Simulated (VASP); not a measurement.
Here is a VASP 6.6.1 calculation.

The input POSCAR:

```
SnSe
1.0
    0.0000000000      2.8595000000      3.0100000000
    2.8595000000      0.0000000000      3.0100000000
    2.8595000000      2.8595000000      0.0000000000
Sn Se
1 1
Direct
    0.0000000000      0.0000000000      0.0000000000
    0.5000000000      0.5000000000      0.5000000000
```

The input INCAR.step1:

```
SYSTEM = SnSe
PREC = Accurate
ENCUT = 520
ISMEAR = 0
SIGMA = 0.05
LREAL = .FALSE.
LASPH = .TRUE.
NELM = 60
NBANDS = 17
GGA = PE
ALGO = Normal
EDIFF = 1E-4
LWAVE = .TRUE.
LCHARG = .FALSE.
```

File INCAR.step2:

```
SYSTEM = SnSe
PREC = Accurate
ENCUT = 520
EDIFF = 1E-7
ISMEAR = 0
SIGMA = 0.05
LREAL = .FALSE.
LASPH = .TRUE.
NELM = 60
ALGO = Normal
ISIF = 2
LWAVE = .FALSE.
LCHARG = .FALSE.
METAGGA = R2SCAN
LMIXTAU = .TRUE.
NBANDS = 17
ISTART = 1
```

File KPOINTS:

```
Automatic mesh
0
G
  10 10 10
  0 0 0
```

Potentials or basis: VASP PAW PBE potentials, release 64 (Sn_d, Se).

Launch:

```console
$ cat potpaw_PBE.64/Sn_d/POTCAR potpaw_PBE.64/Se/POTCAR > POTCAR
$ cp INCAR.step1 INCAR
$ mpirun -np 1 vasp_std > vasp.out
$ cp INCAR.step2 INCAR
$ mpirun -np 1 vasp_std > vasp.out
```

Predict the band gap on the k mesh.

0.24 eV (least direct gap 0.47 eV).

What does it give for the pressure?

7.2 GPa.

Stress tensor (GPa, compression positive):
```
10.22  0.00  0.00
 0.00 10.22  0.00
 0.00  0.00  1.26
```

Caveat: the cell differs from its parent crystal (strain -0.050 along x and y, +0.000 along z); the stress differs along the axes, from 1 to 10 GPa; semilocal functionals underestimate gaps, and a narrow one can read as zero; the PAW data sets were made with another functional, which shifts forces and pressure a little; spin-orbit coupling is left out, which moves the levels of the heavy elements. A k mesh can miss the band edges.
